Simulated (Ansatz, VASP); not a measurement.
Given: the input of a run of VASP 6.6.1 on NbAs.

The input INCAR:

```
SYSTEM = NbAs
  PREC = Accurate
  ENCUT = 520
  EDIFF = 1E-6
  ISMEAR = -1
  SIGMA = 0.05
  LREAL = .False.
  LASPH = .True.
  NELM = 80
  ALGO = Normal
  ISIF = 2
  LWAVE = .False.
  LCHARG = .False.
  GGA = PS
  NBANDS = 26
```

KPOINTS

```
regular mesh
0
Gamma
  11 11 11
  0 0 0
```

File POSCAR:

```
NbAs
1.0
   -1.7258500000      1.7258500000      5.8400000000
    1.7258500000     -1.7258500000      5.8400000000
    1.7258500000      1.7258500000     -5.8400000000
Nb As
2 2
Direct
    0.5000000000      0.0000000000      0.5000000000
    0.7500000000      0.7500000000      0.0000000000
    0.9160000000      0.4160000000      0.5000000000
    0.1660000000      0.1660000000      0.0000000000
```

Potentials or basis: VASP PAW PBE potentials, release 64 (Nb_sv, As).

Command:

```console
$ cat potpaw_PBE.64/Nb_sv/POTCAR potpaw_PBE.64/As/POTCAR > POTCAR
$ mpirun -np 1 vasp_std > vasp.out
```

Question: Set up the same calculation for Ansatz 0.2.0. Potentials there: all-electron LAPW, scalar-relativistic.

Answer: As run (the cutoff follows the program's own potentials):

File input.yaml:

```yaml
crystal:
  lattice:
    - [-1.72585, 1.72585, 5.84]
    - [1.72585, -1.72585, 5.84]
    - [1.72585, 1.72585, -5.84]
  atoms:
    - { symbol: Nb, position: [0.5, 0.0, 0.5] }
    - { symbol: Nb, position: [0.75, 0.75, 0.0] }
    - { symbol: As, position: [0.916, 0.416, 0.5] }
    - { symbol: As, position: [0.166, 0.166, 0.0] }
kpoints:
  mp_grid: { grid: [11, 11, 11] }
scf:
  occupations: { method: fermi_dirac, width: 0.05 }
hamiltonian:
  xc: pbesol
  pseudopotentials: { kind: all_electron, lapw: { basis_error: 0.002 } }
output:
  forces: true
  stress: true
  eigenvalues: true
```

Potentials or basis: all-electron LAPW, scalar-relativistic.

Command:

```sh
$ ansatz run input.yaml --threads 2 --pin off --max-ram 6144MiB --backend cpu --events-out ev --progress --plain --runs-dir out
```

Both were run:

|  | VASP | Ansatz | Ansatz less VASP |
| --- | --- | --- | --- |
| gap on the k mesh at the Fermi level (eV) | none | none | - |
| pressure (GPa) | -2.2 | -2.3 | -0.15 |
| traceless stress, the component that is largest in VASP (GPa) | 0.65 | 0.69 | +0.045 |
| rms of the force components (eV/Å) | 0.167 | 0.166 | -0.0013 |

VASP's potentials were made for PBE, not for PBEsol. Atom by atom the forces differ by 0.001 eV/Å (rms over components). A gap of «none» marks a metal or a gap that the smearing closes. Ansatz ran all-electron here, and VASP with PAW potentials.
